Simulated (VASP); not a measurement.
# MnO in VASP: notebook

Aim: see how the results for MnO move with the level of theory and the settings. Levels: B3LYP, PBE. Tasks: single point.

Program: VASP 6.6.1. These are calculated values, not measurements. Logs are shortened: lines on timing, memory, paths and dates and some standing lists are left out, and cuts for length are marked.

## 1. The cell of the first run

Symmetry: Fm-3m, No. 225, cubic system. Conventional cell: a = 4.357 Å, b = 4.357 Å, c = 4.357 Å, α = 90.00°, β = 90.00°, γ = 90.00°. Mn (site symmetry m-3m) has 6 O at 2.18 Å within 2.9 Å. Within 2.9 Å of O (site symmetry m-3m) lie 6 Mn at 2.18 Å.

## 2. Single point, B3LYP, collinear spin, ferromagnetic start

The input, POSCAR:

```
MnO
1.0
    0.0000000000      2.1785090927      2.1785090927
    2.1785090927      0.0000000000      2.1785090927
    2.1785090927      2.1785090927      0.0000000000
Mn O
1 1
Direct
    0.0000000000      0.0000000000      0.0000000000
    0.5000000000      0.5000000000      0.5000000000
```

The input, INCAR.step1:

```
SYSTEM = MnO
PREC = Accurate
ENCUT = 520
EDIFF = 1E-5
ISMEAR = -1
SIGMA = 0.05
LREAL = .False.
LASPH = .True.
NELM = 150
ALGO = Normal
ISIF = 2
LWAVE = .True.
ISPIN = 2
MAGMOM = 4 0
LORBIT = 11
LMAXMIX = 4
NBANDS = 20
GGA = PE
```

The input, INCAR.step2:

```
SYSTEM = MnO
PREC = Accurate
ENCUT = 520
EDIFF = 1E-7
ISMEAR = -1
SIGMA = 0.05
LREAL = .False.
LASPH = .True.
NELM = 150
ALGO = Normal
ISIF = 2
LWAVE = .False.
LCHARG = .True.
ISPIN = 2
MAGMOM = 4 0
LORBIT = 11
LMAXMIX = 4
GGA = B3
LHFCALC = .True.
AEXX = 0.2
AGGAX = 0.72
AGGAC = 0.81
ALDAC = 0.19
PRECFOCK = Normal
LELF = .True.
LVHAR = .True.
NBANDS = 20
ISTART = 1
```

The input, KPOINTS:

```
regular mesh
0
Gamma
  5 5 5
  0 0 0
```

Potentials or basis: VASP PAW PBE potentials, release 64 (Mn_pv, O).

Started as:

```
> cat potpaw_PBE.64/Mn_pv/POTCAR potpaw_PBE.64/O/POTCAR > POTCAR
> cp INCAR.step1 INCAR
> mpirun -np 1 vasp_std > vasp.out
> cp INCAR.step2 INCAR
> mpirun -np 1 vasp_std > vasp.out
```

OUTCAR:

```text
SYSTEM = MnO
   PREC = Accurate
   ENCUT = 520
   EDIFF = 1E-7
   ISMEAR = -1
   LREAL = .False.
   LASPH = .True.
   NELM = 150
   ISIF = 2
   ISPIN = 2
   LORBIT = 11
   GGA = B3
   LHFCALC = .True.
   AEXX = 0.2
   PRECFOCK = Normal
   ISTART = 1

 ion  position               nearest neighbor table
   1  0.000  0.000  0.000-   2 2.18   2 2.18   2 2.18   2 2.18   2 2.18   2 2.18
   2  0.500  0.500  0.500-   1 2.18   1 2.18   1 2.18   1 2.18   1 2.18   1 2.18

  LATTYP: Found a face centered cubic cell.
 ALAT       =     4.3570181854

  Lattice vectors:

 A1 = (   0.0000000000,   2.1785090927,   2.1785090927)
 A2 = (   2.1785090927,   0.0000000000,   2.1785090927)
 A3 = (   2.1785090927,   2.1785090927,   0.0000000000)

Analysis of symmetry for initial positions (statically):
=====================================================================
 Subroutine PRICEL returns:
 Original cell was already a primitive cell.

 Routine SETGRP: Setting up the symmetry group for a
 face centered cubic supercell.

 Subroutine GETGRP returns: Found 48 space group operations
 (whereof 48 operations were pure point group operations)
 out of a pool of 48 trial point group operations.

The static configuration has the point symmetry O_h .

Analysis of symmetry for dynamics (positions and initial velocities):
=====================================================================
 Subroutine PRICEL returns:
 Original cell was already a primitive cell.

 Routine SETGRP: Setting up the symmetry group for a
 face centered cubic supercell.

 Subroutine GETGRP returns: Found 48 space group operations
 (whereof 48 operations were pure point group operations)
 out of a pool of 48 trial point group operations.

The dynamic configuration has the point symmetry O_h .

Analysis of structural, dynamic, and magnetic symmetry:
=====================================================================
 Subroutine PRICEL returns:
 Original cell was already a primitive cell.

 Routine SETGRP: Setting up the symmetry group for a
 face centered cubic supercell.

 Subroutine GETGRP returns: Found 48 space group operations
 (whereof 48 operations were pure point group operations)
 out of a pool of 48 trial point group operations.

The overall configuration has the point symmetry O_h .

 Subroutine INISYM returns: Found 48 space group operations
 (whereof 48 operations are pure point group operations),
 and found     1 'primitive' translations

----------------------------------------------------------------------------------------

                                     Primitive cell

  volume of cell :      20.6780

  direct lattice vectors                    reciprocal lattice vectors
     0.000000000  2.178509093  2.178509093    -0.229514764  0.229514764  0.229514764
     2.178509093  0.000000000  2.178509093     0.229514764 -0.229514764  0.229514764
     2.178509093  2.178509093  0.000000000     0.229514764  0.229514764 -0.229514764

  length of vectors
     3.080877105  3.080877105  3.080877105     0.397531232  0.397531232  0.397531232

  position of ions in fractional coordinates (direct lattice)
     0.000000000  0.000000000  0.000000000
     0.500000000  0.500000000  0.500000000

  ion indices of the primitive-cell ions
   primitive index   ion index
                 1           1
                 2           2

----------------------------------------------------------------------------------------

 KPOINTS: regular mesh

Automatic generation of k-mesh.
 Grid dimensions read from file:
 generate k-points for:    5    5    5

 Generating k-lattice:

  Cartesian coordinates                     Fractional coordinates (reciprocal lattice)
    -0.045902953  0.045902953  0.045902953     0.200000000  0.000000000  0.000000000
     0.045902953 -0.045902953  0.045902953     0.000000000  0.200000000  0.000000000
     0.045902953  0.045902953 -0.045902953     0.000000000  0.000000000  0.200000000

  Length of vectors
     0.079506246  0.079506246  0.079506246

  Shift w.r.t. Gamma in fractional coordinates (k-lattice)
     0.000000000  0.000000000  0.000000000

 Subroutine IBZKPT returns following result:
 ===========================================

 Found     10 irreducible k-points:

 Following reciprocal coordinates:
            Coordinates               Weight
  0.000000  0.000000  0.000000      1.000000
  0.200000  0.000000  0.000000      8.000000
  0.400000  0.000000  0.000000      8.000000
  0.200000  0.200000  0.000000      6.000000
  0.400000  0.200000  0.000000     24.000000
 -0.400000  0.200000  0.000000     24.000000
 -0.200000  0.200000  0.000000     12.000000
  0.400000  0.400000  0.000000      6.000000
 -0.400000  0.400000  0.000000     12.000000
 -0.400000  0.400000  0.200000     24.000000
   k-points           NKPTS =     10   k-points in BZ     NKDIM =    125   number of bands    NBANDS=     20
   number of dos      NEDOS =    301   number of ions     NIONS =      2
   total plane-waves  NPLWV =  13824
   dimension x,y,z NGX =    24 NGY =   24 NGZ =   24
   dimension x,y,z NGXF=    48 NGYF=   48 NGZF=   48
   ions per type =               1   1
   NGX,Y,Z   is equivalent  to a cutoff of  12.95, 12.95, 12.95 a.u.
   NGXF,Y,Z  is equivalent  to a cutoff of  25.90, 25.90, 25.90 a.u.
 SYSTEM =  MnO
   PREC   = accura    normal or accurate (medium, high low for compatibility)
   ISTART =      1    job   : 0-new  1-cont  2-samecut
   ICHARG =      0    charge: 1-file 2-atom 10-const
   ISPIN  =      2    spin polarized calculation?
   LNONCOLLINEAR =      F non collinear calculations
   LSORBIT =      F    spin-orbit coupling
   LASPH  =      T    aspherical Exc in radial PAW
   ENCUT  =  520.0 eV  38.22 Ry    6.18 a.u.   5.73  5.73  5.73*2*pi/ulx,y,z
   NELM   =    150;   NELMIN=  2; NELMDL=  0     # of ELM steps
   EDIFF  = 0.1E-06   stopping-criterion for ELM
   LREAL  =      F    real-space projection
   EDIFFG = 0.1E-05   stopping-criterion for IOM
   NSW    =      0    number of steps for IOM
   IBRION =     -1    ionic relax: 0-MD 1-quasi-New 2-CG
   NFREE  =      0    steps in history (QN), initial steepest desc. (CG)
   ISIF   =      2    stress and relaxation
   ISYM   =      3    0-nonsym 1-usesym 2-fastsym
   POTIM  = 0.5000    time-step for ionic-motion
   TEBEG  =    0.0;   TEEND  =   0.0 temperature during run
   PSTRESS=    0.0 pullay stress
   NELECT =      19.0000    total number of electrons
   NUPDOWN=      -1.0000    fix difference up-down
   EMIN   =  10.00;   EMAX   =-10.00  energy-range for DOS
   EFERMI =   0.00;   METHOD = LEGACY
   ISMEAR =    -1;   SIGMA  =   0.05  broadening in eV -4-tet -1-fermi 0-gaus
   EFERMI_NEDOS =   21; number of points for ismear=-14 and -15
   IALGO  =     38    algorithm
   IMIX   =      1    mixing-type and parameters
     AMIX     =   0.40;   BMIX     =  1.00
     AMIX_MAG =   1.60;   BMIX_MAG =  1.00
  volume/ion in A,a.u.               =      10.34        69.77
  Fermi-wavevector in a.u.,A,eV,Ry     =   1.591561  3.007614 34.464466  2.533067
  Thomas-Fermi vector in A             =   2.690082
   LORBIT       =     11    0 simple, 1 ext, 2 COOP (PROOUT), +10 PAW based schemes
   GGA     = B3    functional components
   LHFCALC =     T    Hartree Fock is set to
   PRECFOCK=normal    Normal, Fast or Accurate (Low or Medium for compatibility)
   ENCUT4O =  -1.0   cutoff for four orbital integrals eV
   NKREDX  =     1    reduce k-point grid by
   NKREDY  =     1    reduce k-point grid by
   NKREDZ  =     1    reduce k-point grid by
   AEXX    =    0.2000 exact exchange contribution
   HFSCREEN=    0.0000 screening length (either q_TF or 0.3 A-1)
   HFSCREENC=   0.0000 screening length for correlation (either q_TF or 0.3 A-1)
   ENCUTFOCK=  -1.0 apply spherical cutoff to Coloumb kernel
   IVDW    =     0    specifies the selected vdW correction
   LEPSILON=     F    determine dielectric tensor
   LRPA    =     F    only Hartree local field effects (RPA)
 spin polarized calculation
  energy-cutoff  :      520.00
  volume of cell :       20.68
 maximum number of plane-waves:       565
  NGX = 18; NGY = 18; NGZ = 18

 number of electron      19.0000008 magnetization       4.9992803

 Free energy of the ion-electron system (eV)
  ---------------------------------------------------
  ext. energy  EPLUGINS =         0.00000000
  ---------------------------------------------------
  free energy    TOTEN  =       -22.61326910 eV

  energy without entropy =      -22.61326910  energy(sigma->0) =      -22.61326910

 E-fermi :   7.9892     XC(G=0):  -9.7469

 val. band max:        7.0334165179   @ k =   0.4000   0.0000   0.0000
 cond. band min:       8.8805297971   @ k =   0.4000   0.4000   0.0000
 fundamental gap:      1.8471132793
 Fermi energy:         7.9892381837

 spin component 1

 k-point     1 :       0.0000    0.0000    0.0000
  band No.  band energies     occupation
      1     -45.7691      1.00000
      2     -45.7691      1.00000
      3     -45.7691      1.00000
      4     -14.6184      1.00000
      5       3.1983      1.00000
      6       3.1983      1.00000
[... 12 lines left out ...]
     19      30.7939      0.00000
     20      30.7939      0.00000

 k-point     2 :       0.2000    0.0000    0.0000
  band No.  band energies     occupation
      1     -45.7992      1.00000
      2     -45.7731      1.00000
      3     -45.7730      1.00000
      4     -14.2531      1.00000
      5       0.8052      1.00000
      6       1.4801      1.00000
[... 12 lines left out ...]
     19      29.6324      0.00000
     20      34.0569      0.00000
[... 142 lines left out ...]
      2     -45.8137      1.00000
      3     -45.7963      1.00000
      4     -13.4974      1.00000
      5      -0.1173      1.00000
      6       0.4473      1.00000
[... 12 lines left out ...]
     19      36.4104      0.00000
     20      36.9727      0.00000

 k-point    10 :      -0.4000    0.4000    0.2000
  band No.  band energies     occupation
      1     -45.8327      1.00000
      2     -45.8133      1.00000
      3     -45.7951      1.00000
      4     -13.4862      1.00000
      5      -0.4348      1.00000
      6       0.5417      1.00000
[... 12 lines left out ...]
     19      37.0734      0.00000
     20      37.2974      0.00000
 Fermi energy:         7.9892381837

 spin component 2

 k-point     1 :       0.0000    0.0000    0.0000
  band No.  band energies     occupation
      1     -39.5636      1.00000
      2     -39.5636      1.00000
      3     -39.5636      1.00000
      4     -13.9770      1.00000
      5       3.9988      1.00000
      6       3.9988      1.00000
[... 12 lines left out ...]
     19      32.6902      0.00000
     20      32.6902      0.00000

 k-point     2 :       0.2000    0.0000    0.0000
  band No.  band energies     occupation
      1     -39.6055      1.00000
      2     -39.5679      1.00000
      3     -39.5678      1.00000
      4     -13.5974      1.00000
      5       2.0078      1.00000
      6       3.3022      1.00000
[... 12 lines left out ...]
     19      31.3947      0.00000
     20      35.6585      0.00000
[... 143 lines left out ...]
      3     -39.5992      1.00000
      4     -12.7866      1.00000
      5       0.7201      1.00000
      6       1.7014      1.00000
[... 12 lines left out ...]
     19      37.5942      0.00000
     20      37.7401      0.00000

 k-point    10 :      -0.4000    0.4000    0.2000
  band No.  band energies     occupation
      1     -39.6509      1.00000
      2     -39.6235      1.00000
      3     -39.5973      1.00000
      4     -12.7814      1.00000
      5       0.6499      1.00000
      6       1.7602      1.00000
[... 12 lines left out ...]
     19      37.6262      0.00000
     20      38.4386      0.00000

------------------------ aborting loop because EDIFF is reached ----------------------------------------

  FORCE on cell =-STRESS in cart. coord.  units (eV):
  Direction    XX          YY          ZZ          XY          YZ          ZX
  --------------------------------------------------------------------------------------
  -------------------------------------------------------------------------------------
  Total        2.3795192      2.3795192      2.3795192     -0.0000000     -0.0000000      0.0000000
  in kB      184.3705975    184.3705975    184.3705975     -0.0000000     -0.0000000      0.0000000
  external PRESSURE =     184.3705975 kB  Pullay stress =       0.0000000 kB

 VOLUME and BASIS-vectors are now :
 -----------------------------------------------------------------------------
  energy-cutoff  :      520.00
  volume of cell :       20.68
      direct lattice vectors                 reciprocal lattice vectors
     0.000000000  2.178509093  2.178509093    -0.229514764  0.229514764  0.229514764
     2.178509093  0.000000000  2.178509093     0.229514764 -0.229514764  0.229514764
     2.178509093  2.178509093  0.000000000     0.229514764  0.229514764 -0.229514764

 POSITION                                       TOTAL-FORCE (eV/Angst)
 -----------------------------------------------------------------------------------
      0.00000      0.00000      0.00000         0.000000      0.000000     -0.000000
      2.17851      2.17851      2.17851        -0.000000     -0.000000      0.000000
 -----------------------------------------------------------------------------------
    total drift:                                0.000000     -0.000000      0.000000

  FREE ENERGIE OF THE ION-ELECTRON SYSTEM (eV)
  ---------------------------------------------------
  free  energy   TOTEN  =       -22.6132690997 eV

  energy  without entropy=      -22.6132690979  energy(sigma->0) =      -22.61326910

 total charge

# of ion       s       p       d       tot
------------------------------------------
    1        0.210   6.200   5.010  11.421
    2        1.550   3.526   0.000   5.076
--------------------------------------------------
tot          1.761   9.726   5.010  16.496

 magnetization (x)

# of ion       s       p       d       tot
------------------------------------------
    1        0.020   0.014   4.508   4.542
    2        0.030   0.226   0.000   0.256
--------------------------------------------------
tot          0.050   0.240   4.508   4.798
```

It took 27 min on 1 thread of AMD EPYC 7R13 (Zen 3), shared host; peak memory 0.12 GiB.

Results:

```yaml
Free_energy: -22.6133 eV
Pressure: 18.4 GPa
Band_gap_on_the_k_mesh: 1.85 eV (least direct gap 3.98 eV)
Net_moment: 5.00 μB per cell
Site_moments: Mn +4.54; O +0.26 μB
Valence_electrons_inside_the_program's_atomic_spheres: Mn 11.42; O 5.08
```

Caveat: the k points lie up to 0.50 Å⁻¹ apart; the PAW data sets were made with another functional, which shifts forces and pressure a little; an odd mesh through Γ misses points on the zone boundary, where band edges can lie; a cell with one magnetic atom can't hold antiferromagnetic order, which such compounds often take.

(Continued in part 2 of 2.)
